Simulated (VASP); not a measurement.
Wanted: the native input for a VASP 6.6.1 run.

```yaml
Task: single point
Functional: PBE
Potentials_or_basis: VASP PAW PBE potentials, release 64 (Sn_d, Pb_d, S)
Cutoff: 520 eV
k_mesh: 6 × 6 × 1
Occupations: gaussian, width 0.1 eV
Spin: no spin polarisation
Dipole_correction: no
Further_INCAR_settings: ALGO = Normal; EDIFF = 1e-07; NBANDS = 61
```

The structure of Sn3Pb2S5 lies in POSCAR:

```
Sn3Pb2S5
1.0
    3.6490595500     -2.1057252100      0.0000000000
    3.6490595500      2.1057252100      0.0000000000
   -2.4265862400      0.0000000000     17.1942556600
Sn Pb S
3 2 5
Direct
    0.0272079000      0.0272079000      0.0038868400
    0.4272079000      0.4272079000      0.2038868400
    0.2272079000      0.2272079000      0.6038868400
    0.8272079000      0.8272079000      0.4038868400
    0.6272079000      0.6272079000      0.8038868400
    0.7349502300      0.7349502300      0.1049928900
    0.1349502300      0.1349502300      0.3049928900
    0.5349502300      0.5349502300      0.5049928900
    0.9349502300      0.9349502300      0.7049928900
    0.3349502300      0.3349502300      0.9049928900
```

One way to write it, as run:

INCAR

```
  PREC = Accurate
  ENCUT = 520
  EDIFF = 1E-7
  ISMEAR = 0
  SIGMA = 0.1
  LREAL = F
  LASPH = T
  NELM = 100
  ALGO = Normal
  ISIF = 2
  LWAVE = F
  LCHARG = T
  GGA = PE
  LELF = T
  LVHAR = T
  NBANDS = 61
```

KPOINTS

```
regular mesh
0
Gamma
  6 6 1
```

Potentials or basis: VASP PAW PBE potentials, release 64 (Sn_d, Pb_d, S).

The run is started by

```sh
$ cat potpaw_PBE.64/Sn_d/POTCAR potpaw_PBE.64/Pb_d/POTCAR potpaw_PBE.64/S/POTCAR > POTCAR
$ mpirun -np 1 vasp_std > vasp.out
```

Results of the run:

The pressure is -1.1 GPa, the largest force is 0.322 eV/Å and the band gap on the k mesh is 0.08 eV.

Caveat: spin-orbit coupling is left out, which moves the levels of the heavy elements.

Run time: 4.6 min on 1 thread of Intel(R) Xeon(R) Platinum 8259CL CPU @ 2.50GHz (Skylake/Cascade Lake) (shared host), peak memory 0.47 GiB.
